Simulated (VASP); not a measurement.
# Pb (Fm-3m) in VASP: single point with PBE

Aim: the single point of Pb with PBE.

Program: VASP 6.6.1. These are calculated values, not measurements. Logs are shortened: lines on timing, memory, paths and dates and some standing lists are left out, and cuts for length are marked.

## Step 1: The cell of the first run

The structure is cubic, space group Fm-3m (No. 225). Conventional cell: a = 4.950 Å, b = 4.950 Å, c = 4.950 Å, α = 90.00°, β = 90.00°, γ = 90.00°. Within 4.6 Å of Pb (site symmetry m-3m) lie 12 Pb at 3.50 Å.

## Step 2: Single point, PBE

Contents of INCAR:

```
SYSTEM = Pb
PREC     = Accurate       ! precision mode
ENCUT    = 500            ! plane-wave cutoff, eV
EDIFF    = 1E-6           ! SCF threshold, eV
ISMEAR   = -1             ! smearing method
SIGMA    = 0.1            ! smearing width, eV
LREAL    = .FALSE.        ! projectors in reciprocal space
LASPH    = .TRUE.         ! aspherical terms in the spheres
NELM     = 120            ! most SCF steps
ALGO     = Normal         ! electronic algorithm
ISIF     = 2              ! what is computed and relaxed
LWAVE    = .FALSE.        ! write WAVECAR
LCHARG   = .FALSE.        ! write CHGCAR
GGA      = PE             ! functional
NBANDS   = 13             ! bands
GGA_COMPAT= .FALSE.
```

Contents of KPOINTS:

```
Automatic mesh
0
G
  9 9 9
  0 0 0
```

Contents of POSCAR:

```
Pb
1.0
    0.0000000000      2.4750200000      2.4750200000
    2.4750200000      0.0000000000      2.4750200000
    2.4750200000      2.4750200000      0.0000000000
Pb
1
Direct
    0.0000000000      0.0000000000      0.0000000000
```

Potentials or basis: VASP PAW PBE potentials, release 64 (Pb_d).

Started as:

```
$ cat potpaw_PBE.64/Pb_d/POTCAR > POTCAR
$ mpirun -np 1 vasp_std > vasp.out
```

OUTCAR:

```text
SYSTEM = Pb
   PREC = Accurate
   ENCUT = 500
   EDIFF = 1E-6
   ISMEAR = -1
   LREAL = .FALSE.
   LASPH = .TRUE.
   NELM = 120
   ISIF = 2
   GGA = PE

 ion  position               nearest neighbor table
   1  0.000  0.000  0.000-

  LATTYP: Found a face centered cubic cell.
 ALAT       =     4.9500400000

  Lattice vectors:

 A1 = (   0.0000000000,   2.4750200000,   2.4750200000)
 A2 = (   2.4750200000,   0.0000000000,   2.4750200000)
 A3 = (   2.4750200000,   2.4750200000,   0.0000000000)

Analysis of symmetry for initial positions (statically):
=====================================================================
 Subroutine PRICEL returns:
 Original cell was already a primitive cell.

 Routine SETGRP: Setting up the symmetry group for a
 face centered cubic supercell.

 Subroutine GETGRP returns: Found 48 space group operations
 (whereof 48 operations were pure point group operations)
 out of a pool of 48 trial point group operations.

The static configuration has the point symmetry O_h .

Analysis of symmetry for dynamics (positions and initial velocities):
=====================================================================
 Subroutine PRICEL returns:
 Original cell was already a primitive cell.

 Routine SETGRP: Setting up the symmetry group for a
 face centered cubic supercell.

 Subroutine GETGRP returns: Found 48 space group operations
 (whereof 48 operations were pure point group operations)
 out of a pool of 48 trial point group operations.

The dynamic configuration has the point symmetry O_h .

 Subroutine INISYM returns: Found 48 space group operations
 (whereof 48 operations are pure point group operations),
 and found     1 'primitive' translations

----------------------------------------------------------------------------------------

                                     Primitive cell

  volume of cell :      30.3226

  direct lattice vectors                    reciprocal lattice vectors
     0.000000000  2.475020000  2.475020000    -0.202018570  0.202018570  0.202018570
     2.475020000  0.000000000  2.475020000     0.202018570 -0.202018570  0.202018570
     2.475020000  2.475020000  0.000000000     0.202018570  0.202018570 -0.202018570

  length of vectors
     3.500206851  3.500206851  3.500206851     0.349906427  0.349906427  0.349906427

  position of ions in fractional coordinates (direct lattice)
     0.000000000  0.000000000  0.000000000

  ion indices of the primitive-cell ions
   primitive index   ion index
                 1           1

----------------------------------------------------------------------------------------

 KPOINTS: Automatic mesh

Automatic generation of k-mesh.
 Grid dimensions read from file:
 generate k-points for:    9    9    9

 Generating k-lattice:

  Cartesian coordinates                     Fractional coordinates (reciprocal lattice)
    -0.022446508  0.022446508  0.022446508     0.111111111  0.000000000  0.000000000
     0.022446508 -0.022446508  0.022446508     0.000000000  0.111111111  0.000000000
     0.022446508  0.022446508 -0.022446508     0.000000000  0.000000000  0.111111111

  Length of vectors
     0.038878492  0.038878492  0.038878492

  Shift w.r.t. Gamma in fractional coordinates (k-lattice)
     0.000000000  0.000000000  0.000000000

 Subroutine IBZKPT returns following result:
 ===========================================

 Found     35 irreducible k-points:

 Following reciprocal coordinates:
            Coordinates               Weight
  0.000000  0.000000  0.000000      1.000000
  0.111111  0.000000  0.000000      8.000000
  0.222222  0.000000  0.000000      8.000000
  0.333333  0.000000  0.000000      8.000000
  0.444444  0.000000  0.000000      8.000000
  0.111111  0.111111  0.000000      6.000000
[... 16 lines left out ...]
 -0.333333  0.333333  0.000000     12.000000
  0.444444  0.444444  0.000000      6.000000
 [... further k-points ...]
   k-points           NKPTS =     35   k-points in BZ     NKDIM =     35   number of bands    NBANDS=     13
   number of dos      NEDOS =    301   number of ions     NIONS =      1
   total plane-waves  NPLWV =  21952
   dimension x,y,z NGX =    28 NGY =   28 NGZ =   28
   dimension x,y,z NGXF=    56 NGYF=   56 NGZF=   56
   ions per type =               1
   NGX,Y,Z   is equivalent  to a cutoff of  13.30, 13.30, 13.30 a.u.
   NGXF,Y,Z  is equivalent  to a cutoff of  26.60, 26.60, 26.60 a.u.
 SYSTEM =  Pb
   PREC   = accura    normal or accurate (medium, high low for compatibility)
   ISTART =      0    job   : 0-new  1-cont  2-samecut
   ICHARG =      2    charge: 1-file 2-atom 10-const
   ISPIN  =      1    spin polarized calculation?
   LNONCOLLINEAR =      F non collinear calculations
   LSORBIT =      F    spin-orbit coupling
   LASPH  =      T    aspherical Exc in radial PAW
   ENCUT  =  500.0 eV  36.75 Ry    6.06 a.u.   6.38  6.38  6.38*2*pi/ulx,y,z
   NELM   =    120;   NELMIN=  2; NELMDL= -5     # of ELM steps
   EDIFF  = 0.1E-05   stopping-criterion for ELM
   LREAL  =      F    real-space projection
   EDIFFG = 0.1E-04   stopping-criterion for IOM
   NSW    =      0    number of steps for IOM
   IBRION =     -1    ionic relax: 0-MD 1-quasi-New 2-CG
   NFREE  =      0    steps in history (QN), initial steepest desc. (CG)
   ISIF   =      2    stress and relaxation
   ISYM   =      2    0-nonsym 1-usesym 2-fastsym
   POTIM  = 0.5000    time-step for ionic-motion
   TEBEG  =    0.0;   TEEND  =   0.0 temperature during run
   PSTRESS=    0.0 pullay stress
   NELECT =      14.0000    total number of electrons
   NUPDOWN=      -1.0000    fix difference up-down
   EMIN   =  10.00;   EMAX   =-10.00  energy-range for DOS
   EFERMI =   0.00;   METHOD = LEGACY
   ISMEAR =    -1;   SIGMA  =   0.10  broadening in eV -4-tet -1-fermi 0-gaus
   EFERMI_NEDOS =   21; number of points for ismear=-14 and -15
   IALGO  =     38    algorithm
   IMIX   =      4    mixing-type and parameters
     AMIX     =   0.40;   BMIX     =  1.00
     AMIX_MAG =   1.60;   BMIX_MAG =  1.00
  volume/ion in A,a.u.               =      30.32       204.63
  Fermi-wavevector in a.u.,A,eV,Ry     =   1.265306  2.391081 21.782907  1.600999
  Thomas-Fermi vector in A             =   2.398566
   LORBIT       =      0    0 simple, 1 ext, 2 COOP (PROOUT), +10 PAW based schemes
   GGA     = PE    functional components
   LHFCALC =     F    Hartree Fock is set to
   AEXX    =    0.0000 exact exchange contribution
   IVDW    =     0    specifies the selected vdW correction
   LEPSILON=     F    determine dielectric tensor
   LRPA    =     F    only Hartree local field effects (RPA)
 non-spin polarized calculation
  energy-cutoff  :      500.00
  volume of cell :       30.32
 maximum number of plane-waves:       779
 NGX is ok and might be reduce to    28
   NGX = 13   NGY = 13   NGZ = 13

 number of electron      13.9999999 magnetization

 Free energy of the ion-electron system (eV)
  ---------------------------------------------------
  ext. energy  EPLUGINS =         0.00000000
  ---------------------------------------------------
  free energy    TOTEN  =        -3.57492961 eV

  energy without entropy =       -3.56292689  energy(sigma->0) =       -3.56892825

 E-fermi :   7.1839     XC(G=0): -10.1856

 val. band max:        7.1467254954   @ k =  -0.2222   0.3333   0.1111
 cond. band min:       7.2563809691   @ k =   0.3333   0.3333   0.0000
 fundamental gap:      0.1096554737
 Fermi energy:         7.1838578857

 k-point     1 :       0.0000    0.0000    0.0000
  band No.  band energies     occupation
      1      -9.7933      2.00000
      2      -9.7933      2.00000
      3      -9.7933      2.00000
      4      -9.6533      2.00000
      5      -9.6533      2.00000
      6      -4.4733      2.00000
      7      14.6994      0.00000
      8      14.6994      0.00000
      9      14.6994      0.00000
     10      17.0447      0.00000
     11      18.6209      0.00000
     12      19.7655      0.00000
     13      19.7655      0.00000

 k-point     2 :       0.1111    0.0000    0.0000
  band No.  band energies     occupation
      1      -9.7939      2.00000
      2      -9.7769      2.00000
      3      -9.7769      2.00000
      4      -9.6534      2.00000
      5      -9.6534      2.00000
      6      -4.2355      2.00000
      7      12.3301      0.00000
      8      14.4172      0.00000
      9      14.4172      0.00000
     10      16.6523      0.00000
     11      19.5960      0.00000
     12      20.2692      0.00000
     13      20.2692      0.00000

 k-point     3 :       0.2222    0.0000    0.0000
  band No.  band energies     occupation
      1      -9.7991      2.00000
      2      -9.7574      2.00000
      3      -9.7574      2.00000
      4      -9.6308      2.00000
      5      -9.6308      2.00000
      6      -3.5238      2.00000
      7       8.8633      0.00000
      8      13.8178      0.00000
      9      13.8178      0.00000
     10      16.3084      0.00000
     11      19.1409      0.00000
     12      19.8943      0.00000
     13      19.8943      0.00000
[... 305 lines left out ...]
 k-point    23 :      -0.3333    0.3333    0.0000
  band No.  band energies     occupation
      1      -9.8484      2.00000
      2      -9.6906      2.00000
      3      -9.6437      2.00000
      4      -9.6214      2.00000
      5      -9.5570      2.00000
      6       0.1137      2.00000
      7       5.4676      2.00000
      8       5.7372      2.00000
      9      10.9415      0.00000
     10      14.1954      0.00000
     11      21.0320      0.00000
     12      22.6565      0.00000
     13      22.6785      0.00000

 k-point    24 :       0.4444    0.4444    0.0000
  band No.  band energies     occupation
      1      -9.9518      2.00000
      2      -9.8601      2.00000
      3      -9.5336      2.00000
      4      -9.4947      2.00000
      5      -9.4947      2.00000
      6       0.1225      2.00000
      7       4.5686      2.00000
      8       9.4315      0.00000
      9       9.4315      0.00000
     10      12.7581      0.00000
     11      13.9746      0.00000
     12      25.5441      0.00000
     13      27.2383      0.00000

 [... further k-points ...]

------------------------ aborting loop because EDIFF is reached ----------------------------------------

  FORCE on cell =-STRESS in cart. coord.  units (eV):
  Direction    XX          YY          ZZ          XY          YZ          ZX
  --------------------------------------------------------------------------------------
  -------------------------------------------------------------------------------------
  Total        0.4254198      0.4254198      0.4254198     -0.0000000     -0.0000000     -0.0000000
  in kB       22.4782304     22.4782304     22.4782304     -0.0000000     -0.0000000     -0.0000000
  external PRESSURE =      22.4782304 kB  Pullay stress =       0.0000000 kB

 VOLUME and BASIS-vectors are now :
 -----------------------------------------------------------------------------
  energy-cutoff  :      500.00
  volume of cell :       30.32
      direct lattice vectors                 reciprocal lattice vectors
     0.000000000  2.475020000  2.475020000    -0.202018570  0.202018570  0.202018570
     2.475020000  0.000000000  2.475020000     0.202018570 -0.202018570  0.202018570
     2.475020000  2.475020000  0.000000000     0.202018570  0.202018570 -0.202018570

 POSITION                                       TOTAL-FORCE (eV/Angst)
 -----------------------------------------------------------------------------------
      0.00000      0.00000      0.00000         0.000000      0.000000     -0.000000
 -----------------------------------------------------------------------------------
    total drift:                               -0.000000     -0.000000     -0.000000

  FREE ENERGIE OF THE ION-ELECTRON SYSTEM (eV)
  ---------------------------------------------------
  free  energy   TOTEN  =        -3.5749296069 eV

  energy  without entropy=       -3.5629268877  energy(sigma->0) =       -3.56892825
```

Run time: 7.5 s. Hardware: 1 thread of Intel Xeon Platinum 8488C (Sapphire Rapids), shared host; peak memory 0.16 GiB.

Results:

| Property | Result |
| --- | --- |
| Free energy | -3.5749 eV |
| Pressure | 2.2 GPa |
| Band gap on the k mesh | zero (band 7 reaches 14.70 eV, above the bottom of band 8 at 5.74 eV) |

Caveat: spin-orbit coupling is left out, which moves the levels of the heavy elements.
